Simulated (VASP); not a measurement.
## Zr2TiC3: single point with PBE

The system is Zr2TiC3.

```xyz
6
Lattice="-1.6309 1.6309 6.8758 1.6309 -1.6309 6.8758 1.6309 1.6309 -6.8758" Properties=species:S:1:pos:R:3 pbc="T T T"
Zr    0.0000    0.0000   11.5037
Zr    0.0000    0.0000    2.2479
Ti    0.0000    0.0000    6.8758
C     0.0000    0.0000    9.0931
C     0.0000    0.0000    4.6585
C     0.0000    0.0000    0.0000
```

```
Program                : VASP 6.6.1
Task                   : single point
Functional             : PBE
Potentials or basis    : VASP PAW PBE potentials, release 64 (Zr_sv, Ti_sv, C)
Cutoff                 : 520 eV
k mesh                 : 16 × 16 × 16
Occupations            : gaussian, width 0.1 eV
Spin                   : no spin polarisation
Dipole correction      : no
Further INCAR settings : ALGO = Normal; EDIFF = 1e-06; NBANDS = 33
```

* Pressure: 0.3 GPa
* Largest force: 0.008 eV/Å
* Band gap on the k mesh: zero (band 24 reaches 10.33 eV, above the bottom of band 25 at 9.06 eV)

Forces on the atoms (eV/Å):
```
Zr   0.000  0.000 -0.008
Zr   0.000  0.000  0.008
Ti   0.000  0.000  0.000
C    0.000  0.000  0.004
C    0.000  0.000 -0.004
C    0.000  0.000  0.000
```

Stress tensor (GPa, compression positive):
```
0.25 0.00 0.00
0.00 0.25 0.00
0.00 0.00 0.34
```

Levels at points of the mesh, in eV from the Fermi level:
| k point | band 22 | band 23 | band 24 | band 25 | band 26 | band 27 |
| --- | --- | --- | --- | --- | --- | --- |
| (0.00, 0.00, 0.00) | -0.25 | -0.25 | 0.93 | 0.97 | 0.97 | 1.10 |
| (0.50, 0.00, 0.00) | -2.74 | -2.39 | -2.08 | 2.06 | 2.41 | 2.75 |
| (0.50, 0.50, 0.00) | -1.94 | -1.65 | 0.01 | 0.11 | 1.69 | 2.02 |
| (0.50, 0.50, 0.50) | -0.36 | -0.36 | 0.06 | 0.13 | 0.15 | 0.15 |

It took 31 min on 1 thread of Intel(R) Xeon(R) 6975P-C (Granite Rapids), with other jobs on the host, peak memory 0.97 GiB.
